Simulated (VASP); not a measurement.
Here is a VASP 6.6.1 calculation.

INCAR

```
PREC = Accurate ; ENCUT = 520
EDIFF = 1E-6 ; ISMEAR = 0
SIGMA = 0.05 ; LREAL = F
LASPH = T ; NELM = 60
ALGO = Normal ; ISIF = 2
LWAVE = F ; LCHARG = F
GGA = PE ; NBANDS = 15
```

Contents of KPOINTS:

```
regular mesh
0
Gamma
  8 8 8
```

File POSCAR:

```
KF
1.0
    0.0000000000      2.7671762420      2.7671762420
    2.7671762420      0.0000000000      2.7671762420
    2.7671762420      2.7671762420      0.0000000000
K F
1 1
Direct
    0.0000000000      0.0000000000      0.0000000000
    0.5000000000      0.5000000000      0.5000000000
```

Potentials or basis: VASP PAW PBE potentials, release 64 (K_sv, F).

Launch:

```bash
$ cat potpaw_PBE.64/K_sv/POTCAR potpaw_PBE.64/F/POTCAR > POTCAR
$ mpirun -np 1 vasp_std > vasp.out
```

Problem. What does it give for the pressure?

Solution. -1.6 GPa.

Problem. Predict the band gap on the k mesh.

Solution. 5.65 eV, direct.

A k mesh can miss the band edges. A hybrid or GW would open this gap; PBE tends to underestimate it.
